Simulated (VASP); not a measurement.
# Hf2Si3 (Cmmm) in VASP: a series of runs

The runs below take Hf2Si3 through single point, relaxation of cell and atoms, with PBE.

Everything below comes from runs of VASP 6.6.1. Logs are shortened: lines on timing, memory, paths and dates and some standing lists are left out, and cuts for length are marked.

### Step 1. The cell of the first run

It takes space group Cmmm (No. 65, orthorhombic). Conventional cell: a = 5.241 Å, b = 5.529 Å, c = 6.660 Å, α = 90.00°, β = 90.00°, γ = 90.00°. Within 2.9 Å of Hf (site symmetry mm2) lie 1 Si at 2.19 Å and 1 Hf at 2.28 Å. Within 2.5 Å of Si (site symmetry mmm) lie 4 Si at 1.90 Å and 2 Hf at 2.19 Å. Si (site symmetry 2/m) has 2 Si at 1.90 Å within 2.5 Å.

### Step 2. Single point, PBE

INCAR

```
SYSTEM = Hf2Si3
ALGO     = Normal         ! electronic algorithm
EDIFF    = 1E-7           ! SCF threshold, eV
ENCUT    = 520            ! plane-wave cutoff, eV
GGA      = PE             ! functional
ISIF     = 2              ! what is computed and relaxed
ISMEAR   = 0              ! smearing method
LASPH    = .TRUE.         ! aspherical terms in the spheres
LCHARG   = .FALSE.        ! write CHGCAR
LREAL    = .FALSE.        ! projectors in reciprocal space
LWAVE    = .FALSE.        ! write WAVECAR
NBANDS   = 24             ! bands
NELM     = 60             ! most SCF steps
PREC     = Accurate       ! precision mode
SIGMA    = 0.1            ! smearing width, eV
```

KPOINTS

```
k-points
0
G
  4 4 4
  0 0 0
```

POSCAR

```
Hf2Si3
1.0
    2.6206795400     -2.7643685200      0.0000000000
    2.6206795400      2.7643685200      0.0000000000
    0.0000000000      0.0000000000      6.6599598900
Hf Si
2 3
Direct
    0.5000000000      0.5000000000      0.3287587900
    0.5000000000      0.5000000000      0.6712412100
    0.5000000000      0.5000000000      0.0000000000
    0.0000000000      0.5000000000      0.0000000000
    0.5000000000      0.0000000000      0.0000000000
```

Potentials or basis: VASP PAW PBE potentials, release 64 (Hf_pv, Si).

Command:

```console
$ cat potpaw_PBE.64/Hf_pv/POTCAR potpaw_PBE.64/Si/POTCAR > POTCAR
$ mpirun -np 1 vasp_std > vasp.out
```

OUTCAR:

```text
SYSTEM = Hf2Si3
   EDIFF = 1E-7
   ENCUT = 520
   GGA = PE
   ISIF = 2
   ISMEAR = 0
   LASPH = .TRUE.
   LREAL = .FALSE.
   NELM = 60
   PREC = Accurate

 ion  position               nearest neighbor table
   1  0.500  0.500  0.329-   3 2.19   2 2.28   4 2.90   5 2.90   5 2.90   4 2.90
   2  0.500  0.500  0.671-   3 2.19   1 2.28   4 2.90   5 2.90   5 2.90   4 2.90
   3  0.500  0.500  0.000-   4 1.90   5 1.90   5 1.90   4 1.90   1 2.19   2 2.19
   4  0.000  0.500  0.000-   3 1.90   3 1.90   5 2.62   5 2.62   5 2.76   5 2.76   2 2.90   2 2.90
                             1 2.90   1 2.90
   5  0.500  0.000  0.000-   3 1.90   3 1.90   4 2.62   4 2.62   4 2.76   4 2.76   1 2.90   2 2.90
                             1 2.90   2 2.90

  LATTYP: Found a base centered orthorhombic cell.
 ALAT       =     5.2413590800
 B/A-ratio  =     1.0548289014
 C/A-ratio  =     1.2706551466

  Lattice vectors:

 A1 = (   2.6206795400,  -2.7643685200,   0.0000000000)
 A2 = (   2.6206795400,   2.7643685200,   0.0000000000)
 A3 = (   0.0000000000,   0.0000000000,   6.6599598900)

Analysis of symmetry for initial positions (statically):
=====================================================================
 Subroutine PRICEL returns:
 Original cell was already a primitive cell.

 Routine SETGRP: Setting up the symmetry group for a
 base centered orthorhombic supercell.

 Subroutine GETGRP returns: Found  8 space group operations
 (whereof  8 operations were pure point group operations)
 out of a pool of  8 trial point group operations.

The static configuration has the point symmetry D_2h.

Analysis of symmetry for dynamics (positions and initial velocities):
=====================================================================
 Subroutine PRICEL returns:
 Original cell was already a primitive cell.

 Routine SETGRP: Setting up the symmetry group for a
 base centered orthorhombic supercell.

 Subroutine GETGRP returns: Found  8 space group operations
 (whereof  8 operations were pure point group operations)
 out of a pool of  8 trial point group operations.

The dynamic configuration has the point symmetry D_2h.

 Subroutine INISYM returns: Found  8 space group operations
 (whereof  8 operations are pure point group operations),
 and found     1 'primitive' translations

[... 95 lines left out ...]
   NELM   =     60;   NELMIN=  2; NELMDL= -5     # of ELM steps
   EDIFF  = 0.1E-06   stopping-criterion for ELM
   LREAL  =      F    real-space projection
   EDIFFG = 0.1E-05   stopping-criterion for IOM
   NSW    =      0    number of steps for IOM
   IBRION =     -1    ionic relax: 0-MD 1-quasi-New 2-CG
   NFREE  =      0    steps in history (QN), initial steepest desc. (CG)
   ISIF   =      2    stress and relaxation
   ISYM   =      2    0-nonsym 1-usesym 2-fastsym
   POTIM  = 0.5000    time-step for ionic-motion
   TEBEG  =    0.0;   TEEND  =   0.0 temperature during run
   PSTRESS=    0.0 pullay stress
   NELECT =      32.0000    total number of electrons
   NUPDOWN=      -1.0000    fix difference up-down
   EMIN   =  10.00;   EMAX   =-10.00  energy-range for DOS
   EFERMI =   0.00;   METHOD = LEGACY
   ISMEAR =     0;   SIGMA  =   0.10  broadening in eV -4-tet -1-fermi 0-gaus
   EFERMI_NEDOS =   21; number of points for ismear=-14 and -15
   IALGO  =     38    algorithm
   IMIX   =      4    mixing-type and parameters
     AMIX     =   0.40;   BMIX     =  1.00
     AMIX_MAG =   1.60;   BMIX_MAG =  1.00
  volume/ion in A,a.u.               =      19.30       130.24
  Fermi-wavevector in a.u.,A,eV,Ry     =   1.133151  2.141344 17.470295  1.284030
  Thomas-Fermi vector in A             =   2.269853
   LORBIT       =      0    0 simple, 1 ext, 2 COOP (PROOUT), +10 PAW based schemes
   GGA     = PE    functional components
   LHFCALC =     F    Hartree Fock is set to
   AEXX    =    0.0000 exact exchange contribution
   IVDW    =     0    specifies the selected vdW correction
   LEPSILON=     F    determine dielectric tensor
   LRPA    =     F    only Hartree local field effects (RPA)
 non-spin polarized calculation
 Gauss-broadening in eV      SIGMA  =   0.10
  energy-cutoff  :      520.00
  volume of cell :       96.50
 maximum number of plane-waves:      2628
   NGX = 15   NGY = 15   NGZ = 25

 number of electron      32.0000006 magnetization

 Free energy of the ion-electron system (eV)
  ---------------------------------------------------
  ext. energy  EPLUGINS =         0.00000000
  ---------------------------------------------------
  free energy    TOTEN  =       -22.26280491 eV

  energy without entropy =      -22.23892660  energy(sigma->0) =      -22.25086576

 E-fermi :   5.9305     XC(G=0): -10.2818

 val. band max:        5.9279922311   @ k =  -0.2500   0.2500   0.2500
 cond. band min:       5.9659247059   @ k =   0.5000   0.0000   0.2500
 fundamental gap:      0.0379324748
 Fermi energy:         5.9304740316

 k-point     1 :       0.0000    0.0000    0.0000
  band No.  band energies     occupation
      1     -26.4267      2.00000
      2     -24.8318      2.00000
      3     -24.8065      2.00000
      4     -24.4130      2.00000
      5     -24.3885      2.00000
      6     -23.6480      2.00000
[... 556 lines left out ...]
     23      10.5625      0.00000
     24      11.1144      0.00000

------------------------ aborting loop because EDIFF is reached ----------------------------------------

  FORCE on cell =-STRESS in cart. coord.  units (eV):
  Direction    XX          YY          ZZ          XY          YZ          ZX
  --------------------------------------------------------------------------------------
  -------------------------------------------------------------------------------------
  Total       28.5087725     32.5719848     29.1248671      0.0000000      0.0000000      0.0000000
  in kB      473.3448266    540.8082890    483.5741399      0.0000000      0.0000000      0.0000000
  external PRESSURE =     499.2424185 kB  Pullay stress =       0.0000000 kB

 VOLUME and BASIS-vectors are now :
 -----------------------------------------------------------------------------
  energy-cutoff  :      520.00
  volume of cell :       96.50
      direct lattice vectors                 reciprocal lattice vectors
     2.620679540 -2.764368520  0.000000000     0.190790210 -0.180873135  0.000000000
     2.620679540  2.764368520  0.000000000     0.190790210  0.180873135  0.000000000
     0.000000000  0.000000000  6.659959890     0.000000000  0.000000000  0.150151054

 POSITION                                       TOTAL-FORCE (eV/Angst)
 -----------------------------------------------------------------------------------
      2.62068      0.00000      2.18952        -0.000000     -0.000000     -1.668820
      2.62068      0.00000      4.47044         0.000000     -0.000000      1.668820
      2.62068      0.00000      0.00000         0.000000      0.000000      0.000000
      1.31034      1.38218      0.00000         0.000000      0.000000      0.000000
      1.31034     -1.38218      0.00000        -0.000000      0.000000      0.000000
 -----------------------------------------------------------------------------------
    total drift:                                0.000000      0.000000      0.000000

  FREE ENERGIE OF THE ION-ELECTRON SYSTEM (eV)
  ---------------------------------------------------
  free  energy   TOTEN  =       -22.2628049149 eV

  energy  without entropy=      -22.2389265960  energy(sigma->0) =      -22.25086576
```

OSZICAR:

```text
N       E                     dE             d eps       ncg     rms          rms(c)
DAV:   1     0.135808665212E+03    0.13581E+03   -0.16089E+04  1008   0.120E+03
DAV:   2    -0.202450285386E+02   -0.15605E+03   -0.14534E+03  1184   0.284E+02
DAV:   3    -0.283800771965E+02   -0.81350E+01   -0.77969E+01  1400   0.456E+01
DAV:   4    -0.285550406920E+02   -0.17496E+00   -0.17434E+00  1312   0.742E+00
DAV:   5    -0.285602210178E+02   -0.51803E-02   -0.51778E-02  1432   0.109E+00    0.549E+01
DAV:   6    -0.234614792822E+02    0.50987E+01   -0.31470E+01  1248   0.212E+01    0.444E+01
DAV:   7    -0.224161332098E+02    0.10453E+01   -0.66173E+00  1160   0.120E+01    0.233E+01
DAV:   8    -0.222873853612E+02    0.12875E+00   -0.93521E-01  1320   0.487E+00    0.244E+00
DAV:   9    -0.222635544889E+02    0.23831E-01   -0.10625E-01  1168   0.179E+00    0.158E+00
DAV:  10    -0.222629101449E+02    0.64434E-03   -0.12483E-02  1296   0.561E-01    0.707E-01
DAV:  11    -0.222628564571E+02    0.53688E-04   -0.19250E-03  1240   0.224E-01    0.227E-01
DAV:  12    -0.222628082008E+02    0.48256E-04   -0.27843E-04  1296   0.885E-02    0.557E-02
DAV:  13    -0.222628046004E+02    0.36003E-05   -0.30766E-05  1288   0.264E-02    0.172E-02
DAV:  14    -0.222628049598E+02   -0.35943E-06   -0.17117E-06  1312   0.697E-03    0.755E-03
DAV:  15    -0.222628049149E+02    0.44991E-07   -0.23291E-07  1176   0.245E-03
   1 F= -.22262805E+02 E0= -.22250866E+02  d E =-.238783E-01
```

It took 19 s on 1 thread of Intel Xeon 6975P-C (Granite Rapids), shared host; peak memory 0.2 GiB.

What came out:

```yaml
Free_energy: -22.2628 eV
Pressure: 49.9 GPa
Largest_force: 1.669 eV/Å
Band_gap_on_the_k_mesh: zero (band 16 reaches 6.33 eV, above the bottom of band 17 at 5.42 eV)
```

Forces on the atoms (eV/Å):
```
Hf   0.000  0.000 -1.669
Hf   0.000  0.000  1.669
Si   0.000  0.000  0.000
Si   0.000  0.000  0.000
Si   0.000  0.000  0.000
```

Caveat: the k points lie up to 0.41 Å⁻¹ apart; spin-orbit coupling is left out, which moves the levels of the heavy elements; forces of over 1 eV/Å act on the atoms, so gaps and moduli don't describe the material at rest.

### Step 3. Single point, PBE

This run uses another cell than the first one, of 28.87 Å³/atom, 1.496 times its volume.

INCAR

```
SYSTEM = Hf2Si3
ALGO = Normal ; EDIFF = 1E-6
ENCUT = 520 ; GGA = PE
ISIF = 2 ; ISMEAR = 0
LASPH = .True. ; LCHARG = .True.
LELF = .True. ; LREAL = .False.
LVHAR = .True. ; LWAVE = .False.
NBANDS = 24 ; NELM = 100
PREC = Accurate ; SIGMA = 0.1
```

KPOINTS

```
k-points
0
Gamma
  4 4 4
  0 0 0
```

POSCAR

```
Hf2Si3
1.0
    2.4463474392     -3.8293354153      0.0000000000
    2.4463474392      3.8293354153      0.0000000000
    0.0000000000      0.0000000000      7.7050421374
Hf Si
2 3
Direct
    0.5000000000      0.5000000000      0.3137757277
    0.5000000000      0.5000000000      0.6862242723
    0.5000000000      0.5000000000      0.0000000000
    0.0000000000      0.5000000000      0.0000000000
    0.5000000000      0.0000000000      0.0000000000
```

Potentials or basis: VASP PAW PBE potentials, release 64 (Hf_pv, Si).

Command:

```console
$ cat potpaw_PBE.64/Hf_pv/POTCAR potpaw_PBE.64/Si/POTCAR > POTCAR
$ mpirun -np 1 vasp_std > vasp.out
```

Run time: 32 s. Hardware: 1 thread of Intel Xeon 6975P-C (Granite Rapids), shared host; peak memory 0.29 GiB.

The run converged. Its results:

```yaml
Free_energy: -28.8683 eV
Pressure: -0.1 GPa
Band_gap_on_the_k_mesh: zero (band 16 reaches 3.91 eV, above the bottom of band 17 at 2.79 eV)
```

Forces on the atoms (eV/Å):
```
Hf   0.000  0.000 -0.002
Hf   0.000  0.000  0.002
Si   0.000  0.000  0.000
Si   0.000  0.000  0.000
Si   0.000  0.000  0.000
```

Stress tensor (GPa, compression positive):
```
-0.07  0.00  0.00
 0.00 -0.09  0.00
 0.00  0.00 -0.23
```

Levels at points of the mesh, in eV from the Fermi level:
```csv
k point,band 14,band 15,band 16,band 17,band 18,band 19
"(0.00, 0.00, 0.00)",-1.54,-0.51,0.22,0.53,0.83,0.83
"(0.50, 0.00, 0.00)",-0.83,-0.29,0.16,0.74,0.96,1.04
"(0.50, 0.50, 0.00)",-0.77,-0.09,-0.08,0.30,0.30,0.99
"(0.00, 0.00, 0.50)",-1.51,-0.96,-0.81,-0.29,-0.22,-0.10
"(0.50, 0.00, 0.50)",-0.75,-0.22,0.27,0.31,1.30,1.31
"(0.50, 0.50, 0.50)",-0.67,-0.59,0.82,1.17,1.36,1.49
```

Caveat: the k points lie up to 0.38 Å⁻¹ apart; spin-orbit coupling is left out, which moves the levels of the heavy elements.

### Step 4. Relaxation of cell and atoms, PBE

INCAR

```
ALGO = Normal
EDIFF = 1E-6
EDIFFG = -0.04
ENCUT = 600
GGA = PE
IBRION = 2
ISIF = 3
ISMEAR = 0
LASPH = True
LCHARG = False
LREAL = False
LWAVE = False
NELM = 100
NSW = 90
PREC = Accurate
SIGMA = 0.1
```

KPOINTS

```
k-points
0
Gamma
  4 4 4
```

POSCAR

```
Hf2Si3
1.0
    2.6206795400     -2.7643685200      0.0000000000
    2.6206795400      2.7643685200      0.0000000000
    0.0000000000      0.0000000000      6.6599598900
Hf Si
2 3
Direct
    0.5000000000      0.5000000000      0.3287587900
    0.5000000000      0.5000000000      0.6712412100
    0.5000000000      0.5000000000      0.0000000000
    0.0000000000      0.5000000000      0.0000000000
    0.5000000000      0.0000000000      0.0000000000
```

Command:

```console
$ cat potpaw_PBE.64/Hf_pv/POTCAR potpaw_PBE.64/Si/POTCAR > POTCAR
$ mpirun -np 1 vasp_std > vasp.out
```

It took 9.1 min on 1 thread of Intel Xeon 6975P-C (Granite Rapids), shared host; peak memory 0.24 GiB.

Results (log left out):

```yaml
Free_energy: -28.8600 eV
Relaxed_volume: 28.88 Å³/atom
Relaxed_cell: a = 4.544 Å, b = 4.544 Å, c = 7.699 Å, α = 90.00°, β = 90.00°, γ = 114.71°
Space_group_after_relaxing_to_0.05_Å: Cmmm (No. 65)
Energy_gained_by_relaxing: 1319.3 meV/atom
Ionic_steps: 41
Pressure_after_relaxing: -0.2 GPa
Largest_force_after_relaxing: 0.024 eV/Å
Band_gap_on_the_k_mesh: zero (band 16 reaches 3.92 eV, above the bottom of band 17 at 2.79 eV)
```

Forces in eV/Å, atoms in the order of the input:
```
Hf   0.000  0.000 -0.024
Hf   0.000  0.000  0.024
Si   0.000  0.000  0.000
Si   0.000  0.000  0.000
Si   0.000  0.000  0.000
```

The path:
```tsv
step	energy change (eV)	largest force (eV/Å)	pressure (GPa)	volume (Å³)
1	0.0000	1.6685	49.93	96.50
3	-5.9795	1.2986	-0.21	151.09
5	-6.0587	0.0793	0.33	152.27
7	-6.0830	0.0865	-0.06	152.55
9	-6.0860	0.0322	-0.14	152.71
11	-6.1057	0.0665	0.43	150.47
13	-6.2282	1.0459	3.73	139.38
15	-6.2612	1.2826	4.68	136.92
17	-6.2643	1.4370	5.47	135.05
19	-6.2649	1.4422	5.48	135.00
21	-6.2672	1.4655	5.57	134.78
23	-6.2683	1.5560	5.93	133.87
25	-6.2716	1.5172	5.78	134.24
27	-6.2897	1.4651	5.56	134.54
29	-6.3553	1.2611	4.72	135.75
31	-6.5188	0.5546	1.80	140.65
33	-6.5529	0.0902	-0.16	144.89
35	-6.5628	0.1530	-0.09	144.74
37	-6.5731	0.5454	-0.26	145.81
39	-6.5893	0.2972	-0.22	145.19
41	-6.5964	0.0240	-0.16	144.38
```

Final structure:
```
Hf Si
1.0
     2.45094   -3.82587    0.00000
     2.45094    3.82587    0.00000
     0.00000    0.00000    7.69859
Hf Si
2 3
Direct
  0.50000 0.50000 0.31398
  0.50000 0.50000 0.68602
  0.50000 0.50000 0.00000
  0.00000 0.50000 0.00000
  0.50000 0.00000 0.00000
```

Levels at points of the mesh, in eV from the Fermi level:
```tsv
k point	band 14	band 15	band 16	band 17	band 18	band 19
(0.00, 0.00, 0.00)	-1.52	-0.50	0.21	0.54	0.82	0.83
(0.50, 0.00, 0.00)	-0.83	-0.29	0.16	0.74	0.97	1.03
(0.50, 0.50, 0.00)	-0.77	-0.09	-0.09	0.29	0.31	0.99
(0.00, 0.00, 0.50)	-1.49	-0.95	-0.80	-0.30	-0.23	-0.11
(0.50, 0.00, 0.50)	-0.75	-0.22	0.27	0.31	1.30	1.31
(0.50, 0.50, 0.50)	-0.67	-0.58	0.84	1.17	1.36	1.47
```

Caveat: the k points lie up to 0.38 Å⁻¹ apart in the final cell; the volume moved by over 15 % at a fixed basis, so the end points are rough; spin-orbit coupling is left out, which moves the levels of the heavy elements.

(Continued in part 2 of 2.)
